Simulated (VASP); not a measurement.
# Sb2As2C (P-3m1) in VASP: a series of runs

Sb2As2C is run at these levels: PBE; tasks: single point, relaxation of cell and atoms.

All numbers are computed with VASP 6.6.1; they aren't measurements. Logs are shortened: lines on timing, memory, paths and dates and some standing lists are left out, and cuts for length are marked.

## 1. The cell of the first run

The structure is trigonal, space group P-3m1 (No. 164). The conventional cell has a = 3.446 Å, b = 3.446 Å, c = 9.649 Å, α = 90.00°, β = 90.00°, γ = 120.00°. Within 3.9 Å of Sb (site symmetry 3m) lie 3 As at 2.87 Å and 9 Sb at 3.45 to 3.59 Å and 3 C at 3.88 Å. Within 3.3 Å of As (site symmetry 3m) lie 3 C at 2.36 Å and 3 Sb at 2.87 Å and 3 As at 3.22 Å. C (site symmetry -3m) has 6 As at 2.36 Å within 3.1 Å.

The cell was generated, and may not be a known phase.

## 2. Single point, PBE

INCAR

```
ALGO = Normal
EDIFF = 1E-7
ENCUT = 520
GGA = PE
ISIF = 2
ISMEAR = 0
LASPH = T
LCHARG = F
LREAL = F
LWAVE = F
NBANDS = 20
NELM = 100
PREC = Accurate
SIGMA = 0.1
```

KPOINTS

```
k-points
0
Gamma
  6 6 2
```

POSCAR

```
Sb2As2C
1.0
    3.4462617487      0.0000000000      0.0000000000
   -1.7231308744      2.9845502225      0.0000000000
    0.0000000000      0.0000000000      9.6494226687
Sb As C
2 2 1
Direct
    0.6666666667      0.3333333333      0.3450183813
    0.3333333333      0.6666666667      0.6549816187
    0.6666666667      0.3333333333      0.8688132790
    0.3333333333      0.6666666667      0.1311867210
    0.0000000000      0.0000000000      0.0000000000
```

Potentials or basis: VASP PAW PBE potentials, release 64 (Sb, As, C).

On the command line:

```
cat potpaw_PBE.64/Sb/POTCAR potpaw_PBE.64/As/POTCAR potpaw_PBE.64/C/POTCAR > POTCAR
mpirun -np 1 vasp_std > vasp.out
```

OUTCAR:

```text
EDIFF = 1E-7
   ENCUT = 520
   GGA = PE
   ISIF = 2
   ISMEAR = 0
   LASPH = T
   LREAL = F
   NELM = 100
   PREC = Accurate

 ion  position               nearest neighbor table
   1  0.667  0.333  0.345-   4 2.87   4 2.87   4 2.87   2 3.59   2 3.59   2 3.59
   2  0.333  0.667  0.655-   3 2.87   3 2.87   3 2.87   1 3.59   1 3.59   1 3.59
   3  0.667  0.333  0.869-   5 2.36   5 2.36   5 2.36   2 2.87   2 2.87   2 2.87
   4  0.333  0.667  0.131-   5 2.36   5 2.36   5 2.36   1 2.87   1 2.87   1 2.87
   5  0.000  0.000  0.000-   3 2.36   4 2.36   3 2.36   4 2.36   3 2.36   4 2.36

  LATTYP: Found a hexagonal cell.
 ALAT       =     3.4462617487
 C/A-ratio  =     2.7999680153

  Lattice vectors:

 A1 = (   3.4462617487,   0.0000000000,   0.0000000000)
 A2 = (  -1.7231308744,   2.9845502225,   0.0000000000)
 A3 = (   0.0000000000,   0.0000000000,   9.6494226687)

Analysis of symmetry for initial positions (statically):
=====================================================================
 Subroutine PRICEL returns:
 Original cell was already a primitive cell.

 Routine SETGRP: Setting up the symmetry group for a
 hexagonal supercell.

 Subroutine GETGRP returns: Found 12 space group operations
 (whereof 12 operations were pure point group operations)
 out of a pool of 24 trial point group operations.

The static configuration has the point symmetry D_3d.

Analysis of symmetry for dynamics (positions and initial velocities):
=====================================================================
 Subroutine PRICEL returns:
 Original cell was already a primitive cell.

 Routine SETGRP: Setting up the symmetry group for a
 hexagonal supercell.

 Subroutine GETGRP returns: Found 12 space group operations
 (whereof 12 operations were pure point group operations)
 out of a pool of 24 trial point group operations.

The dynamic configuration has the point symmetry D_3d.

 Subroutine INISYM returns: Found 12 space group operations
 (whereof 12 operations are pure point group operations),
 and found     1 'primitive' translations

----------------------------------------------------------------------------------------

                                     Primitive cell

  volume of cell :      99.2495

  direct lattice vectors                    reciprocal lattice vectors
     3.446261749  0.000000000  0.000000000     0.290169486  0.167529431  0.000000000
    -1.723130874  2.984550222  0.000000000     0.000000000  0.335058862  0.000000000
     0.000000000  0.000000000  9.649422669     0.000000000  0.000000000  0.103633143

  length of vectors
     3.446261749  3.446261749  9.649422669     0.335058862  0.335058862  0.103633143

  position of ions in fractional coordinates (direct lattice)
     0.666666667  0.333333333  0.345018381
     0.333333333  0.666666667  0.654981619
     0.666666667  0.333333333  0.868813279
     0.333333333  0.666666667  0.131186721
     0.000000000  0.000000000  0.000000000

  ion indices of the primitive-cell ions
   primitive index   ion index
                 1           1
                 2           2
                 3           3
                 4           4
                 5           5

----------------------------------------------------------------------------------------

 KPOINTS: k-points

Automatic generation of k-mesh.
 Grid dimensions read from file:
 generate k-points for:    6    6    2

 Generating k-lattice:

  Cartesian coordinates                     Fractional coordinates (reciprocal lattice)
     0.048361581  0.027921572  0.000000000     0.166666667  0.000000000  0.000000000
     0.000000000  0.055843144  0.000000000     0.000000000  0.166666667  0.000000000
     0.000000000  0.000000000  0.051816572     0.000000000  0.000000000  0.500000000

  Length of vectors
     0.055843144  0.055843144  0.051816572

  Shift w.r.t. Gamma in fractional coordinates (k-lattice)
     0.000000000  0.000000000  0.000000000

 Subroutine IBZKPT returns following result:
 ===========================================

 Found     14 irreducible k-points:

 Following reciprocal coordinates:
            Coordinates               Weight
  0.000000  0.000000  0.000000      1.000000
  0.166667 -0.000000  0.000000      6.000000
  0.333333 -0.000000  0.000000      6.000000
  0.500000  0.000000  0.000000      3.000000
  0.166667  0.166667  0.000000      6.000000
  0.333333  0.166667  0.000000     12.000000
  0.333333  0.333333  0.000000      2.000000
  0.000000  0.000000  0.500000      1.000000
  0.166667 -0.000000  0.500000      6.000000
  0.333333 -0.000000  0.500000      6.000000
  0.500000  0.000000  0.500000      3.000000
  0.166667  0.166667  0.500000      6.000000
  0.333333  0.166667  0.500000     12.000000
  0.333333  0.333333  0.500000      2.000000
   k-points           NKPTS =     14   k-points in BZ     NKDIM =     14   number of bands    NBANDS=     20
   number of dos      NEDOS =    301   number of ions     NIONS =      5
[... 122 lines left out ...]
      1      -6.5844      2.00000
      2      -4.4914      2.00000
      3      -3.0449      2.00000
      4      -0.5861      2.00000
      5      -0.0983      2.00000
      6       2.9116      2.00000
[... 12 lines left out ...]
     19      12.4471      0.00000
     20      13.0146      0.00000

 k-point     6 :       0.3333    0.1667    0.0000
  band No.  band energies     occupation
      1      -5.0263      2.00000
      2      -3.5127      2.00000
      3      -2.3070      2.00000
      4      -1.2815      2.00000
      5      -0.5584      2.00000
      6       1.5719      2.00000
[... 12 lines left out ...]
     19      12.9173      0.00000
     20      13.2519      0.00000

 k-point     7 :       0.3333    0.3333    0.0000
  band No.  band energies     occupation
      1      -3.3967      2.00000
      2      -3.3967      2.00000
      3      -3.2114      2.00000
      4      -0.8271      2.00000
      5      -0.8271      2.00000
      6       1.8903      2.00000
[... 12 lines left out ...]
     19      12.4809      0.00000
     20      12.4809      0.00000

 k-point     8 :       0.0000    0.0000    0.5000
  band No.  band energies     occupation
      1      -7.7998      2.00000
      2      -5.8953      2.00000
      3      -3.5301      2.00000
      4      -2.4904      2.00000
      5       2.0538      2.00000
      6       3.8916      2.00000
[... 12 lines left out ...]
     19      12.2181      0.00000
     20      12.2181      0.00000

 k-point     9 :       0.1667   -0.0000    0.5000
  band No.  band energies     occupation
      1      -7.3849      2.00000
      2      -5.4716      2.00000
      3      -3.1197      2.00000
      4      -2.1385      2.00000
      5       1.5275      2.00000
      6       3.8706      2.00000
[... 12 lines left out ...]
     19      12.3699      0.00000
     20      13.1303      0.00000

 k-point    10 :       0.3333   -0.0000    0.5000
  band No.  band energies     occupation
      1      -6.1695      2.00000
      2      -4.3110      2.00000
      3      -2.2362      2.00000
      4      -1.4530      2.00000
      5      -0.1964      2.00000
      6       1.9601      2.00000
[... 12 lines left out ...]
     19      12.4618      0.00000
     20      12.8996      0.00000

 k-point    11 :       0.5000    0.0000    0.5000
  band No.  band energies     occupation
      1      -4.4283      2.00000
      2      -4.2783      2.00000
      3      -2.5094      2.00000
      4      -1.0160      2.00000
      5      -0.3312      2.00000
      6       1.0581      2.00000
[... 12 lines left out ...]
     19      12.0081      0.00000
     20      12.4465      0.00000

 k-point    12 :       0.1667    0.1667    0.5000
  band No.  band energies     occupation
      1      -6.5681      2.00000
      2      -4.6645      2.00000
      3      -2.3786      2.00000
      4      -1.5767      2.00000
      5       0.2608      2.00000
      6       2.5959      2.00000
[... 12 lines left out ...]
     19      12.5465      0.00000
     20      12.8365      0.00000

 k-point    13 :       0.3333    0.1667    0.5000
  band No.  band energies     occupation
      1      -5.0141      2.00000
      2      -3.5596      2.00000
      3      -2.3534      2.00000
      4      -0.9817      2.00000
      5      -0.6922      2.00000
      6       1.4996      2.00000
[... 12 lines left out ...]
     19      12.3670      0.00000
     20      13.3376      0.00000

 k-point    14 :       0.3333    0.3333    0.5000
  band No.  band energies     occupation
      1      -3.3915      2.00000
      2      -3.3915      2.00000
      3      -3.2107      2.00000
      4      -0.8853      2.00000
      5      -0.8853      2.00000
      6       2.1504      2.00000
[... 12 lines left out ...]
     19      13.1321      0.00000
     20      13.1321      0.00000

------------------------ aborting loop because EDIFF is reached ----------------------------------------

  FORCE on cell =-STRESS in cart. coord.  units (eV):
  Direction    XX          YY          ZZ          XY          YZ          ZX
  --------------------------------------------------------------------------------------
  -------------------------------------------------------------------------------------
  Total        0.0187247      0.0187247      0.0909434     -0.0000000      0.0000000      0.0000000
  in kB        0.3022705      0.3022705      1.4680916     -0.0000000      0.0000000      0.0000000
  external PRESSURE =       0.6908776 kB  Pullay stress =       0.0000000 kB

 VOLUME and BASIS-vectors are now :
 -----------------------------------------------------------------------------
  energy-cutoff  :      520.00
  volume of cell :       99.25
      direct lattice vectors                 reciprocal lattice vectors
     3.446261749  0.000000000  0.000000000     0.290169486  0.167529431  0.000000000
    -1.723130874  2.984550222  0.000000000     0.000000000  0.335058862  0.000000000
     0.000000000  0.000000000  9.649422669     0.000000000  0.000000000  0.103633143

 POSITION                                       TOTAL-FORCE (eV/Angst)
 -----------------------------------------------------------------------------------
      1.72313      0.99485      3.32923        -0.000000      0.000000      0.017152
     -0.00000      1.98970      6.32019         0.000000     -0.000000     -0.017152
      1.72313      0.99485      8.38355         0.000000      0.000000     -0.004159
     -0.00000      1.98970      1.26588         0.000000     -0.000000      0.004159
      0.00000      0.00000      0.00000         0.000000      0.000000      0.000000
 -----------------------------------------------------------------------------------
    total drift:                                0.000000      0.000000     -0.000000

  FREE ENERGIE OF THE ION-ELECTRON SYSTEM (eV)
  ---------------------------------------------------
  free  energy   TOTEN  =       -22.5411898383 eV

  energy  without entropy=      -22.5337064387  energy(sigma->0) =      -22.53744814
```

Run time: 30 s. Hardware: 1 thread of AMD EPYC 7R43 (Zen 3), shared host; peak memory 0.19 GiB.

What came out:

```
Free energy            : -22.5412 eV
Pressure               : 0.1 GPa
Largest force          : 0.017 eV/Å
Band gap on the k mesh : zero (bands 12 and 13 overlap by 3.38 eV)
```

Forces in eV/Å, atoms in the order of the input:
```
Sb   0.000  0.000  0.017
Sb   0.000  0.000 -0.017
As   0.000  0.000 -0.004
As   0.000  0.000  0.004
C    0.000  0.000  0.000
```

Caveat: spin-orbit coupling is left out, which moves the levels of the heavy elements; this functional lacks dispersion, which binds layers or chains, so the pressure and a relaxed spacing across them are unreliable.

## 3. Single point, PBE

This run uses another cell than the first one, of 25.16 Å³/atom.

INCAR

```
PREC = Accurate
ENCUT = 520
EDIFF = 1E-7
ISMEAR = 0
SIGMA = 0.1
LREAL = F
LASPH = T
NELM = 80
ALGO = Normal
ISIF = 2
LWAVE = F
LCHARG = F
GGA = PE
NBANDS = 20
```

KPOINTS

```
Automatic mesh
0
Gamma
  6 6 2
```

POSCAR

```
Sb2As2C
1.0
    4.3833176000      0.0000000000      0.0000000000
   -2.1916588000      3.7960644000      0.0000000000
    0.0000000000      0.0000000000      7.5597694800
Sb As C
2 2 1
Direct
    0.6666666700      0.3333333300      0.3713161600
    0.3333333300      0.6666666700      0.6286838400
    0.6666666700      0.3333333300      0.7278960900
    0.3333333300      0.6666666700      0.2721039100
    0.0000000000      0.0000000000      0.0000000000
```

Potentials or basis: VASP PAW PBE potentials, release 64 (Sb, As, C).

On the command line:

```
cat potpaw_PBE.64/Sb/POTCAR potpaw_PBE.64/As/POTCAR potpaw_PBE.64/C/POTCAR > POTCAR
mpirun -np 1 vasp_std > vasp.out
```

Wall time 38 s (1 thread of AMD EPYC 7R43 (Zen 3), shared host); peak memory 0.22 GiB.

It converged, with:

| Quantity | Value |
| --- | --- |
| Free energy | -17.7302 eV |
| Pressure | 8.9 GPa |
| Largest force | 2.406 eV/Å |
| Band gap on the k mesh | zero (bands 12 and 13 overlap by 0.68 eV) |

Forces in eV/Å, atoms in the order of the input:
```
Sb   0.000  0.000 -1.345
Sb   0.000  0.000  1.345
As   0.000  0.000  2.406
As   0.000  0.000 -2.406
C    0.000  0.000  0.000
```

Stress tensor (GPa, compression positive):
```
11.52  0.00  0.00
 0.00 11.52  0.00
 0.00  0.00  3.55
```

Levels at points of the mesh, in eV from the Fermi level:
| k point | band 8 | band 9 | band 10 | band 11 | band 12 | band 13 | band 14 | band 15 | band 16 | band 17 |
| --- | --- | --- | --- | --- | --- | --- | --- | --- | --- | --- |
| (0.00, 0.00, 0.00) | -2.84 | -2.51 | -2.51 | -2.01 | -0.31 | -0.31 | 0.42 | 1.02 | 1.02 | 1.51 |
| (0.50, 0.00, 0.00) | -3.51 | -3.12 | -2.75 | -1.32 | -0.04 | 0.22 | 1.20 | 1.20 | 2.59 | 3.44 |
| (0.00, 0.00, 0.50) | -3.11 | -2.54 | -2.54 | -1.65 | -0.08 | -0.08 | 0.26 | 0.26 | 0.50 | 2.21 |
| (0.50, 0.00, 0.50) | -3.67 | -3.39 | -2.97 | -1.24 | -0.04 | 0.36 | 0.46 | 1.52 | 2.51 | 2.95 |

Caveat: the k points lie up to 0.42 Å⁻¹ apart, too coarse for converged energies and pressures of a metal; spin-orbit coupling is left out, which moves the levels of the heavy elements; forces of over 1 eV/Å act on the atoms, so gaps and moduli don't describe the material at rest.

## 4. Relaxation of cell and atoms, PBE

This run uses another cell than the first one, of 25.16 Å³/atom.

INCAR

```
PREC = Accurate ; ENCUT = 600
EDIFF = 1E-6 ; ISMEAR = 0
SIGMA = 0.1 ; LREAL = F
LASPH = T ; NELM = 80
ALGO = Normal ; ISIF = 3
LWAVE = F ; LCHARG = F
GGA = PE ; IBRION = 2
NSW = 90 ; EDIFFG = -0.04
```

KPOINTS

```
regular mesh
0
Gamma
  6 6 2
```

POSCAR is that of step 3.

On the command line:

```
cat potpaw_PBE.64/Sb/POTCAR potpaw_PBE.64/As/POTCAR potpaw_PBE.64/C/POTCAR > POTCAR
mpirun -np 1 vasp_std > vasp.out
```

Wall time 9.4 min (1 thread of AMD EPYC 7R43 (Zen 3), shared host); peak memory 0.27 GiB.

It converged, with:

| Quantity | Value |
| --- | --- |
| Free energy | -20.5266 eV |
| Relaxed volume | 24.14 Å³/atom |
| Relaxed cell | a = 4.672 Å, b = 4.672 Å, c = 6.384 Å, α = 90.00°, β = 90.00°, γ = 120.00° |
| Space group after relaxing (to 0.1 Å) | P-3m1 (No. 164) |
| Energy gained by relaxing | 559.3 meV/atom |
| Ionic steps | 28 |
| Pressure after relaxing | 0.1 GPa |
| Largest force after relaxing | 0.024 eV/Å |
| Band gap on the k mesh | zero (bands 12 and 13 overlap by 2.78 eV) |

Forces in eV/Å, atoms in the order of the input:
```
Sb   0.000  0.000  0.024
Sb   0.000  0.000 -0.024
As   0.000  0.000  0.001
As   0.000  0.000 -0.001
C    0.000  0.000  0.000
```

Stress tensor (GPa, compression positive):
```
0.00 0.00 0.00
0.00 0.00 0.00
0.00 0.00 0.17
```

Step by step:
| step | energy change (eV) | largest force (eV/Å) | pressure (GPa) | volume (Å³) |
| --- | --- | --- | --- | --- |
| 1 | 0.0000 | 2.4056 | 8.86 | 125.79 |
| 2 | -0.7714 | 0.5159 | -4.10 | 152.68 |
| 3 | -0.8292 | 0.6535 | -2.06 | 145.93 |
| 4 | -1.1162 | 0.8182 | -2.17 | 141.66 |
| 5 | -1.7121 | 1.5247 | -1.03 | 128.00 |
| 6 | -1.6119 | 1.8980 | 1.16 | 121.26 |
| 7 | -1.7101 | 1.6717 | -0.26 | 125.37 |
| 8 | -1.8367 | 1.4864 | -0.49 | 123.55 |
| 9 | -2.0541 | 1.0631 | -0.52 | 118.15 |
| 10 | -2.0693 | 0.8852 | -0.12 | 115.62 |
| 11 | -2.2814 | 0.7328 | -0.26 | 114.97 |
| 12 | -2.5754 | 0.7084 | 0.99 | 112.68 |
| 13 | -2.6164 | 0.6168 | 0.42 | 113.62 |
| 14 | -2.6907 | 0.4039 | -0.84 | 116.50 |
| 15 | -2.7206 | 0.2478 | -2.14 | 122.39 |
| 16 | -2.7254 | 0.2111 | -1.88 | 120.42 |
| 17 | -2.7553 | 0.1081 | 0.10 | 117.61 |
| 18 | -2.7555 | 0.0840 | -0.07 | 117.82 |
| 19 | -2.7566 | 0.0698 | 0.01 | 117.73 |
| 20 | -2.7568 | 0.0740 | 0.07 | 117.66 |
| 21 | -2.7581 | 0.0961 | 0.06 | 117.75 |
| 22 | -2.7630 | 0.1534 | 0.04 | 118.03 |
| 23 | -2.7757 | 0.1957 | 0.00 | 118.60 |
| 24 | -2.7929 | 0.0592 | -0.02 | 119.72 |
| 25 | -2.7940 | 0.0594 | -0.05 | 120.10 |
| 26 | -2.7947 | 0.0508 | -0.03 | 120.17 |
| 27 | -2.7959 | 0.0327 | 0.00 | 120.34 |
| 28 | -2.7964 | 0.0239 | 0.05 | 120.68 |

Final structure:
```
Sb As C
1.0
     4.67218    0.00000    0.00000
    -2.33609    4.04622    0.00000
     0.00000    0.00000    6.38351
Sb As C
2 2 1
Direct
  0.66667 0.33333 0.24801
  0.33333 0.66667 0.75199
  0.66667 0.33333 0.80835
  0.33333 0.66667 0.19165
  0.00000 0.00000 0.00000
```

Levels at points of the mesh, in eV from the Fermi level:
```csv
k point,band 10,band 11,band 12,band 13,band 14,band 15
"(0.00, 0.00, 0.00)",-2.35,-1.80,-1.80,-0.47,-0.13,2.21
"(0.50, 0.00, 0.00)",-1.82,-0.81,0.45,0.73,2.28,3.00
"(0.00, 0.00, 0.50)",-2.56,-1.98,-1.98,-1.87,0.43,1.45
"(0.50, 0.00, 0.50)",-1.58,-0.75,0.43,0.70,0.79,1.30
```

Caveat: the k points lie up to 0.49 Å⁻¹ apart in the final cell, too coarse for converged energies and pressures of a metal; a cell axis changed by over 15 % at a fixed basis, so the end point is rough; spin-orbit coupling is left out, which moves the levels of the heavy elements; this functional lacks dispersion, which binds layers or chains, so the pressure and a relaxed spacing across them are unreliable.

## 5. Overview

```tsv
task	cell	cutoff (eV)	gap on the mesh (eV)	pressure (GPa)	largest force (eV/Å)
single point	a = 3.446, b = 3.446, c = 9.649 Å, angles 90.0, 90.0, 120.0°, 5 atoms, atomic positions A	520	none	0.1	0.02
single point	a = 4.383, b = 4.383, c = 7.560 Å, angles 90.0, 90.0, 120.0°, 5 atoms, atomic positions B	520	none	8.9	2.41
relaxation of cell and atoms	relaxed from a = 4.383, b = 4.383, c = 7.560 Å, angles 90.0, 90.0, 120.0°, 5 atoms, atomic positions B	600	none	0.1	0.02
```

Alike in all rows: level PBE; potentials or basis VASP PAW PBE potentials, release 64 (Sb, As, C); no spin polarisation; k mesh 6 × 6 × 2; smearing gaussian 0.1 eV.

Caveats: some runs use coarse meshes; spin-orbit coupling is left out, which moves the levels of the heavy elements; this functional lacks dispersion, which binds layers or chains, so the pressure and a relaxed spacing across them are unreliable (at least some runs); forces of over 1 eV/Å act on the atoms, so gaps and moduli don't describe the material at rest (at least some runs); a cell axis changed by over 15 % at a fixed basis, so the end point is rough (at least some runs).

Absolute energies hang on the potentials; compare differences alone.
